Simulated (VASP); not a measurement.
# SiO2 (Cristobalite) (P4_12_12) in VASP: further runs

The runs below take SiO2 (Cristobalite) through electric field gradients, with PBE, r2SCAN.

All numbers are computed with VASP 6.6.1; they aren't measurements. Logs are shortened: lines on timing, memory, paths and dates and some standing lists are left out, and cuts for length are marked.

## (1) The cell of the first run

It takes space group P4_12_12 (No. 92, tetragonal). The conventional cell has a = 4.957 Å, b = 4.957 Å, c = 6.890 Å, α = 90.00°, β = 90.00°, γ = 90.00°. Si (site symmetry 2) has 4 O at 1.60 to 1.62 Å within 2.1 Å. O (site symmetry 1) has 2 Si at 1.60 to 1.62 Å within 2.1 Å.

## (2) Electric field gradients, PBE

File INCAR:

```
SYSTEM = SiO2
PREC = Accurate
ENCUT = 520
EDIFF = 1E-8
ISMEAR = -1
SIGMA = 0.02
LREAL = .FALSE.
LASPH = .TRUE.
NELM = 60
ALGO = Normal
ISIF = 2
LWAVE = .FALSE.
LCHARG = .FALSE.
GGA = PE
LEFG = .TRUE.
NBANDS = 44
```

File KPOINTS:

```
Automatic mesh
0
G
  4 4 3
  0 0 0
```

File POSCAR:

```
SiO2
1.0
    4.9570000000      0.0000000000      0.0000000000
    0.0000000000      4.9570000000      0.0000000000
    0.0000000000      0.0000000000      6.8903000000
Si O
4 8
Direct
    0.3047000000      0.3047000000      0.0000000000
    0.1953000000      0.8047000000      0.2500000000
    0.6953000000      0.6953000000      0.5000000000
    0.8047000000      0.1953000000      0.7500000000
    0.2381000000      0.1109000000      0.1826000000
    0.3891000000      0.7381000000      0.4326000000
    0.7619000000      0.8891000000      0.6826000000
    0.6109000000      0.2619000000      0.9326000000
    0.7381000000      0.3891000000      0.5674000000
    0.8891000000      0.7619000000      0.3174000000
    0.2619000000      0.6109000000      0.0674000000
    0.1109000000      0.2381000000      0.8174000000
```

Potentials or basis: VASP PAW PBE potentials, release 64 (Si, O).

Started as:

```bash
$ cat potpaw_PBE.64/Si/POTCAR potpaw_PBE.64/O/POTCAR > POTCAR
$ mpirun -np 1 vasp_std > vasp.out
```

OUTCAR:

```text
SYSTEM = SiO2
   PREC = Accurate
   ENCUT = 520
   EDIFF = 1E-8
   ISMEAR = -1
   LREAL = .FALSE.
   LASPH = .TRUE.
   NELM = 60
   ISIF = 2
   GGA = PE

 ion  position               nearest neighbor table
   1  0.305  0.305  0.000-   8 1.60  11 1.60   5 1.62  12 1.62   2 3.07   4 3.07   2 3.07   4 3.07

   2  0.195  0.805  0.250-   5 1.60  10 1.60   6 1.62  11 1.62   1 3.07   3 3.07   1 3.07   3 3.07

   3  0.695  0.695  0.500-   6 1.60   9 1.60   7 1.62  10 1.62   2 3.07   4 3.07   4 3.07   2 3.07

   4  0.805  0.195  0.750-   7 1.60  12 1.60   9 1.62   8 1.62   1 3.07   3 3.07   3 3.07   1 3.07

   5  0.238  0.111  0.183-   2 1.60   1 1.62
   6  0.389  0.738  0.433-   3 1.60   2 1.62
   7  0.762  0.889  0.683-   4 1.60   3 1.62
   8  0.611  0.262  0.933-   1 1.60   4 1.62
   9  0.738  0.389  0.567-   3 1.60   4 1.62
  10  0.889  0.762  0.317-   2 1.60   3 1.62
  11  0.262  0.611  0.067-   1 1.60   2 1.62
  12  0.111  0.238  0.817-   4 1.60   1 1.62

  LATTYP: Found a simple tetragonal cell.
 ALAT       =     4.9570000000
 C/A-ratio  =     1.3900141214

  Lattice vectors:

 A1 = (   4.9570000000,   0.0000000000,   0.0000000000)
 A2 = (   0.0000000000,   4.9570000000,   0.0000000000)
 A3 = (   0.0000000000,   0.0000000000,   6.8903000000)

Analysis of symmetry for initial positions (statically):
=====================================================================
 Subroutine PRICEL returns:
 Original cell was already a primitive cell.

 Routine SETGRP: Setting up the symmetry group for a
 simple tetragonal supercell.

 Subroutine GETGRP returns: Found  8 space group operations
 (whereof  2 operations were pure point group operations)
 out of a pool of 16 trial point group operations.

The static configuration has the point symmetry C_2 .
 The point group associated with its full space group is D_4 .

Analysis of symmetry for dynamics (positions and initial velocities):
=====================================================================
 Subroutine PRICEL returns:
 Original cell was already a primitive cell.

 Routine SETGRP: Setting up the symmetry group for a
 simple tetragonal supercell.

 Subroutine GETGRP returns: Found  8 space group operations
[... 742 lines left out ...]
  energy-cutoff  :      520.00
  volume of cell :      169.31
      direct lattice vectors                 reciprocal lattice vectors
     4.957000000  0.000000000  0.000000000     0.201734920  0.000000000  0.000000000
     0.000000000  4.957000000  0.000000000     0.000000000  0.201734920  0.000000000
     0.000000000  0.000000000  6.890300000     0.000000000  0.000000000  0.145131562

 POSITION                                       TOTAL-FORCE (eV/Angst)
 -----------------------------------------------------------------------------------
      1.51040      1.51040      0.00000        -0.315514     -0.315514      0.000000
      0.96810      3.98890      1.72257         0.315514     -0.315514      0.000000
      3.44660      3.44660      3.44515         0.315514      0.315514      0.000000
      3.98890      0.96810      5.16772        -0.315514      0.315514      0.000000
      1.18026      0.54973      1.25817         0.008164      0.493517      0.075619
      1.92877      3.65876      2.98074        -0.493517      0.008164      0.075619
      3.77674      4.40727      4.70332        -0.008164     -0.493517      0.075619
      3.02823      1.29824      6.42589         0.493517     -0.008164      0.075619
      3.65876      1.92877      3.90956         0.008164     -0.493517     -0.075619
      4.40727      3.77674      2.18698        -0.493517     -0.008164     -0.075619
      1.29824      3.02823      0.46441        -0.008164      0.493517     -0.075619
      0.54973      1.18026      5.63213         0.493517      0.008164     -0.075619
 -----------------------------------------------------------------------------------
    total drift:                               -0.000000      0.000000     -0.000000

  FREE ENERGIE OF THE ION-ELECTRON SYSTEM (eV)
  ---------------------------------------------------
  free  energy   TOTEN  =       -94.7853816607 eV

  energy  without entropy=      -94.7853816607  energy(sigma->0) =      -94.78538166

 Electric field gradients (V/A^2)
---------------------------------------------------------------------
 ion       V_xx      V_yy      V_zz      V_xy      V_xz      V_yz
---------------------------------------------------------------------
   1      -1.853    -1.853     3.706     2.386     5.078    -5.078
   2      -1.853    -1.853     3.706    -2.386     5.078     5.078
   3      -1.853    -1.853     3.706     2.386    -5.078     5.078
   4      -1.853    -1.853     3.706    -2.386    -5.078    -5.078
   5     -46.578    42.804     3.774    19.726   -14.464   -56.006
   6      42.804   -46.578     3.774   -19.726    56.006   -14.464
   7     -46.578    42.804     3.774    19.726    14.464    56.006
   8      42.804   -46.578     3.774   -19.726   -56.006    14.464
   9     -46.578    42.804     3.774   -19.726    14.464   -56.006
  10      42.804   -46.578     3.774    19.726   -56.006   -14.464
  11     -46.578    42.804     3.774   -19.726   -14.464    56.006
  12      42.804   -46.578     3.774    19.726    56.006    14.464
---------------------------------------------------------------------

 Electric field gradients after diagonalization (V/A^2)
 (convention: |V_zz| > |V_xx| > |V_yy|)
----------------------------------------------------------------------
 ion       V_xx      V_yy      V_zz     asymmetry (V_yy - V_xx)/ V_zz
----------------------------------------------------------------------
   1       7.940     0.533    -8.473       0.874
   2       7.940     0.533    -8.473       0.874
   3       7.940     0.533    -8.473       0.874
   4       7.940     0.533    -8.473       0.874
   5     -51.062   -36.011    87.073       0.173
   6     -51.062   -36.011    87.073       0.173
   7     -51.062   -36.011    87.073       0.173
   8     -51.062   -36.011    87.073       0.173
   9     -51.062   -36.011    87.073       0.173
  10     -51.062   -36.011    87.073       0.173
  11     -51.062   -36.011    87.073       0.173
  12     -51.062   -36.011    87.073       0.173
----------------------------------------------------------------------

           NMR quadrupolar parameters

 Cq : quadrupolar parameter    Cq=e*Q*V_zz/h
 eta: asymmetry parameters     (V_yy - V_xx)/ V_zz
 Q  : nuclear electric quadrupole moment in mb (millibarn)
----------------------------------------------------------------------
 ion       Cq(MHz)       eta       Q (mb)
----------------------------------------------------------------------
   1      -0.020       0.874       1.000
   2      -0.020       0.874       1.000
   3      -0.020       0.874       1.000
   4      -0.020       0.874       1.000
   5       0.211       0.173       1.000
   6       0.211       0.173       1.000
   7       0.211       0.173       1.000
   8       0.211       0.173       1.000
   9       0.211       0.173       1.000
  10       0.211       0.173       1.000
  11       0.211       0.173       1.000
  12       0.211       0.173       1.000
----------------------------------------------------------------------
```

Wall time 1.9 min (1 thread of AMD EPYC 7R13 (Zen 3), shared host); peak memory 0.25 GiB.

What came out:

* Free energy: -94.7854 eV
* Pressure: 6.2 GPa
* Largest force: 0.499 eV/Å
* Band gap on the k mesh: 5.77 eV, direct

Forces on the atoms (eV/Å):
```
Si  -0.316 -0.316  0.000
Si   0.316 -0.316  0.000
Si   0.316  0.316  0.000
Si  -0.316  0.316  0.000
O    0.008  0.494  0.076
O   -0.494  0.008  0.076
O   -0.008 -0.494  0.076
O    0.494 -0.008  0.076
O    0.008 -0.494 -0.076
O   -0.494 -0.008 -0.076
O   -0.008  0.494 -0.076
O    0.494  0.008 -0.076
```

Stress tensor (GPa, compression positive):
```
6.76 0.00 0.00
0.00 6.76 0.00
0.00 0.00 4.99
```

Electric field gradients, principal values (V/Å²):
| atom | least | middle | greatest (by size) |
| --- | --- | --- | --- |
| 1 Si | 0.533 | 7.940 | -8.473 |
| 2 Si | 0.533 | 7.940 | -8.473 |
| 3 Si | 0.533 | 7.940 | -8.473 |
| 4 Si | 0.533 | 7.940 | -8.473 |
| 5 O | -36.011 | -51.062 | 87.073 |
| 6 O | -36.011 | -51.062 | 87.073 |
| 7 O | -36.011 | -51.062 | 87.073 |
| 8 O | -36.011 | -51.062 | 87.073 |
| 9 O | -36.011 | -51.062 | 87.073 |
| 10 O | -36.011 | -51.062 | 87.073 |
| 11 O | -36.011 | -51.062 | 87.073 |
| 12 O | -36.011 | -51.062 | 87.073 |

Caveat: without QUAD_EFG the Cq values of the log hold for a quadrupole moment of 1 mb, not for the nuclei.

## (3) Electric field gradients, r2SCAN

File POSCAR:

```
SiO2
1.0
    4.9570000000      0.0000000000      0.0000000000
    0.0000000000      4.9570000000      0.0000000000
    0.0000000000      0.0000000000      6.8903000000
Si O
4 8
Direct
    0.3070900602      0.3070900602      0.0000000000
    0.1929099398      0.8070900602      0.2500000000
    0.6929099398      0.6929099398      0.5000000000
    0.8070900602      0.1929099398      0.7500000000
    0.2359638040      0.1200361811      0.1869472769
    0.3799638189      0.7359638040      0.4369472769
    0.7640361960      0.8799638189      0.6869472769
    0.6200361811      0.2640361960      0.9369472769
    0.7359638040      0.3799638189      0.5630527231
    0.8799638189      0.7640361960      0.3130527231
    0.2640361960      0.6200361811      0.0630527231
    0.1200361811      0.2359638040      0.8130527231
```

File INCAR.step1:

```
PREC = Accurate ; ENCUT = 520
ISMEAR = -1 ; SIGMA = 0.02
LREAL = False ; LASPH = True
NELM = 80 ; NBANDS = 44
GGA = PE ; ALGO = Normal
EDIFF = 1E-4 ; LWAVE = True
LCHARG = False
```

File INCAR.step2:

```
PREC = Accurate ; ENCUT = 520
EDIFF = 1E-8 ; ISMEAR = -1
SIGMA = 0.02 ; LREAL = False
LASPH = True ; NELM = 80
ALGO = Normal ; ISIF = 2
LWAVE = False ; LCHARG = False
METAGGA = R2SCAN ; LMIXTAU = True
LEFG = True ; NBANDS = 44
ISTART = 1
```

File KPOINTS:

```
Automatic mesh
0
Gamma
  4 4 3
```

Potentials or basis: VASP PAW PBE potentials, release 64 (Si, O).

Started as:

```bash
$ cat potpaw_PBE.64/Si/POTCAR potpaw_PBE.64/O/POTCAR > POTCAR
$ cp INCAR.step1 INCAR
$ mpirun -np 1 vasp_std > vasp.out
$ cp INCAR.step2 INCAR
$ mpirun -np 1 vasp_std > vasp.out
```

OUTCAR:

```text
PREC = Accurate
   ENCUT = 520
   EDIFF = 1E-8
   ISMEAR = -1
   LREAL = False
   LASPH = True
   NELM = 80
   ISIF = 2
   METAGGA = R2SCAN
   ISTART = 1

 ion  position               nearest neighbor table
   1  0.307  0.307  0.000-   8 1.63  11 1.63   5 1.63  12 1.63   2 3.07   4 3.07   2 3.07   4 3.07

   2  0.193  0.807  0.250-   5 1.63  10 1.63   6 1.63  11 1.63   1 3.07   3 3.07   1 3.07   3 3.07

   3  0.693  0.693  0.500-   6 1.63   9 1.63   7 1.63  10 1.63   2 3.07   4 3.07   4 3.07   2 3.07

   4  0.807  0.193  0.750-   7 1.63  12 1.63   9 1.63   8 1.63   1 3.07   3 3.07   3 3.07   1 3.07

   5  0.236  0.120  0.187-   2 1.63   1 1.63
   6  0.380  0.736  0.437-   3 1.63   2 1.63
   7  0.764  0.880  0.687-   4 1.63   3 1.63
   8  0.620  0.264  0.937-   1 1.63   4 1.63
   9  0.736  0.380  0.563-   3 1.63   4 1.63
  10  0.880  0.764  0.313-   2 1.63   3 1.63
  11  0.264  0.620  0.063-   1 1.63   2 1.63
  12  0.120  0.236  0.813-   4 1.63   1 1.63

  LATTYP: Found a simple tetragonal cell.
 ALAT       =     4.9570000000
 C/A-ratio  =     1.3900141214

  Lattice vectors:

 A1 = (   4.9570000000,   0.0000000000,   0.0000000000)
 A2 = (   0.0000000000,   4.9570000000,   0.0000000000)
 A3 = (   0.0000000000,   0.0000000000,   6.8903000000)

Analysis of symmetry for initial positions (statically):
[... 802 lines left out ...]
   4       0.103     0.103    -0.205    -0.450    -2.766    -2.766
   5     -48.535    43.881     4.655    20.151   -15.558   -55.638
   6      43.881   -48.535     4.655   -20.151    55.638   -15.558
   7     -48.535    43.881     4.655    20.151    15.558    55.638
   8      43.881   -48.535     4.655   -20.151   -55.638    15.558
   9     -48.535    43.881     4.655   -20.151    15.558   -55.638
  10      43.881   -48.535     4.655    20.151   -55.638   -15.558
  11     -48.535    43.881     4.655   -20.151   -15.558    55.638
  12      43.881   -48.535     4.655    20.151    55.638    15.558
---------------------------------------------------------------------

 Electric field gradients after diagonalization (V/A^2)
 (convention: |V_zz| > |V_xx| > |V_yy|)
----------------------------------------------------------------------
 ion       V_xx      V_yy      V_zz     asymmetry (V_yy - V_xx)/ V_zz
----------------------------------------------------------------------
   1       3.637     0.553    -4.189       0.736
   2       3.637     0.553    -4.189       0.736
   3       3.637     0.553    -4.189       0.736
   4       3.637     0.553    -4.189       0.736
   5     -53.332   -34.668    88.000       0.212
   6     -53.332   -34.668    88.000       0.212
   7     -53.332   -34.668    88.000       0.212
   8     -53.332   -34.668    88.000       0.212
   9     -53.332   -34.668    88.000       0.212
  10     -53.332   -34.668    88.000       0.212
  11     -53.332   -34.668    88.000       0.212
  12     -53.332   -34.668    88.000       0.212
----------------------------------------------------------------------

           NMR quadrupolar parameters

 Cq : quadrupolar parameter    Cq=e*Q*V_zz/h
 eta: asymmetry parameters     (V_yy - V_xx)/ V_zz
 Q  : nuclear electric quadrupole moment in mb (millibarn)
----------------------------------------------------------------------
 ion       Cq(MHz)       eta       Q (mb)
----------------------------------------------------------------------
   1      -0.010       0.736       1.000
   2      -0.010       0.736       1.000
   3      -0.010       0.736       1.000
   4      -0.010       0.736       1.000
   5       0.213       0.212       1.000
   6       0.213       0.212       1.000
   7       0.213       0.212       1.000
   8       0.213       0.212       1.000
   9       0.213       0.212       1.000
  10       0.213       0.212       1.000
  11       0.213       0.212       1.000
  12       0.213       0.212       1.000
----------------------------------------------------------------------
```

OUTCAR.step1:

```text
PREC = Accurate
   ENCUT = 520
   ISMEAR = -1
   LREAL = False
   LASPH = True
   NELM = 80
[... 815 lines left out ...]
      4.36198      3.78733      2.15703         0.000678     -0.000811      0.004168
      1.30883      3.07352      0.43445        -0.000811     -0.000678      0.004168
      0.59502      1.16967      5.60218        -0.000678      0.000811      0.004168
 -----------------------------------------------------------------------------------
    total drift:                                0.000000     -0.000000     -0.000000

  FREE ENERGIE OF THE ION-ELECTRON SYSTEM (eV)
  ---------------------------------------------------
  free  energy   TOTEN  =       -94.8695894182 eV

  energy  without entropy=      -94.8695894182  energy(sigma->0) =      -94.86958942
```

OSZICAR.step1:

```text
N       E                     dE             d eps       ncg     rms          rms(c)
DAV:   1     0.400974356935E+03    0.40097E+03   -0.32753E+04  1056   0.132E+03
DAV:   2    -0.769091465561E+02   -0.47788E+03   -0.46470E+03  1340   0.312E+02
DAV:   3    -0.107045300483E+03   -0.30136E+02   -0.29988E+02  1272   0.830E+01
DAV:   4    -0.107434796776E+03   -0.38950E+00   -0.38877E+00  1336   0.104E+01
DAV:   5    -0.107441741867E+03   -0.69451E-02   -0.69402E-02  1292   0.136E+00    0.287E+01
DAV:   6    -0.948125824730E+02    0.12629E+02   -0.48771E+01  1236   0.322E+01    0.136E+01
DAV:   7    -0.948547580556E+02   -0.42176E-01   -0.14345E+00  1256   0.504E+00    0.500E+00
DAV:   8    -0.948527412872E+02    0.20168E-02   -0.66342E-02  1288   0.164E+00    0.197E+00
DAV:   9    -0.948673936501E+02   -0.14652E-01   -0.37475E-02  1192   0.119E+00    0.361E-01
DAV:  10    -0.948696312218E+02   -0.22376E-02   -0.45329E-03  1184   0.317E-01    0.120E-01
DAV:  11    -0.948695785894E+02    0.52632E-04   -0.11279E-03  1312   0.174E-01    0.142E-02
DAV:  12    -0.948695894182E+02   -0.10829E-04   -0.29008E-05   736   0.280E-02
   1 F= -.94869589E+02 E0= -.94869589E+02  d E =-.961115E-11
```

It took 7.4 min on 1 thread of AMD EPYC 7R13 (Zen 3), shared host; peak memory 0.3 GiB.

What came out:

- Free energy: -119.1159 eV
- Pressure: -3.2 GPa
- Largest force: 0.300 eV/Å
- Band gap on the k mesh: 6.28 eV, direct

Forces on the atoms (eV/Å):
```
Si   0.047  0.047  0.000
Si  -0.047  0.047  0.000
Si  -0.047 -0.047  0.000
Si   0.047 -0.047  0.000
O    0.039 -0.156 -0.253
O    0.156  0.039 -0.253
O   -0.039  0.156 -0.253
O   -0.156 -0.039 -0.253
O    0.039  0.156  0.253
O    0.156 -0.039  0.253
O   -0.039 -0.156  0.253
O   -0.156  0.039  0.253
```

Stress tensor (GPa, compression positive):
```
-2.97  0.00  0.00
 0.00 -2.97  0.00
 0.00  0.00 -3.64
```

Levels at points of the mesh, in eV from the valence-band top:
| k point | band 30 | band 31 | band 32 | band 33 | band 34 | band 35 |
| --- | --- | --- | --- | --- | --- | --- |
| (0.00, 0.00, 0.00) | -0.37 | -0.37 | 0.00 | 6.28 | 9.61 | 9.61 |
| (0.50, 0.00, 0.00) | -0.66 | -0.50 | -0.50 | 8.42 | 8.42 | 10.01 |
| (0.50, 0.50, 0.00) | -0.58 | -0.52 | -0.52 | 9.40 | 9.40 | 9.54 |

Electric field gradients, principal values (V/Å²):
| atom | least | middle | greatest (by size) |
| --- | --- | --- | --- |
| 1 Si | 0.553 | 3.637 | -4.189 |
| 2 Si | 0.553 | 3.637 | -4.189 |
| 3 Si | 0.553 | 3.637 | -4.189 |
| 4 Si | 0.553 | 3.637 | -4.189 |
| 5 O | -34.668 | -53.332 | 88.000 |
| 6 O | -34.668 | -53.332 | 88.000 |
| 7 O | -34.668 | -53.332 | 88.000 |
| 8 O | -34.668 | -53.332 | 88.000 |
| 9 O | -34.668 | -53.332 | 88.000 |
| 10 O | -34.668 | -53.332 | 88.000 |
| 11 O | -34.668 | -53.332 | 88.000 |
| 12 O | -34.668 | -53.332 | 88.000 |

Caveat: without QUAD_EFG the Cq values of the log hold for a quadrupole moment of 1 mb, not for the nuclei; the PAW data sets were made with another functional, which shifts forces and pressure a little. r2SCAN opens gaps a little over a GGA but as a rule still falls short of measured ones.

(Continued in part 2 of 3.)
